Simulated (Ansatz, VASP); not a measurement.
# AlAs in VASP and in Ansatz

Contents of INCAR:

```
SYSTEM = AlAs
  PREC = Accurate
  ENCUT = 500
  EDIFF = 1E-6
  ISMEAR = 0
  SIGMA = 0.02
  LREAL = .FALSE.
  LASPH = .TRUE.
  NELM = 120
  ALGO = Normal
  ISIF = 2
  LWAVE = .FALSE.
  LCHARG = .FALSE.
  GGA = PE
  NBANDS = 11
  GGA_COMPAT = .FALSE.
```

Contents of KPOINTS:

```
regular mesh
0
G
  8 8 8
  0 0 0
```

POSCAR

```
AlAs
1.0
    0.0000000000      2.9199739401      2.9199739401
    2.9199739401      0.0000000000      2.9199739401
    2.9199739401      2.9199739401      0.0000000000
Al As
1 1
Direct
    0.0000000000      0.0000000000      0.0000000000
    0.2500000000      0.2500000000      0.2500000000
```

Input for Ansatz:

```yaml
crystal:
  lattice:
    - [0.0, 2.9199739401, 2.9199739401]
    - [2.9199739401, 0.0, 2.9199739401]
    - [2.9199739401, 2.9199739401, 0.0]
  atoms:
    - { symbol: Al, position: [0.0, 0.0, 0.0] }
    - { symbol: As, position: [0.25, 0.25, 0.25] }
basis:
  ecutwfc: 420
kpoints:
  mp_grid: { grid: [8, 8, 8] }
hamiltonian:
  xc: pbe
scf:
  occupations: { method: gaussian, width: 0.02 }
output:
  forces: true
  stress: true
  eigenvalues: true
```

Alike in both runs: task single point; functional PBE; k mesh 8 × 8 × 8; occupations gaussian, width 0.02 eV; no spin polarisation.

```csv
,VASP,Ansatz
version,VASP 6.6.1,Ansatz 0.2.0
potentials or method,"VASP PAW PBE potentials, release 64 (Al, As), cutoff 500 eV","scalar-relativistic, plane waves, PAW"
valence electrons in the cell,8,18
```

|  | VASP | Ansatz | Ansatz less VASP |
| --- | --- | --- | --- |
| gap on the k mesh at the Fermi level (eV) | 1.34 | 1.34 | -0.003 |
| least direct gap on the mesh (eV) | 1.34 | 1.34 | -0.003 |
| pressure (GPa) | -3.3 | -3.4 | -0.11 |

VASP's potentials hold 8 valence electrons a cell and Ansatz's 18, so a difference there can come from the potentials and not from the codes.
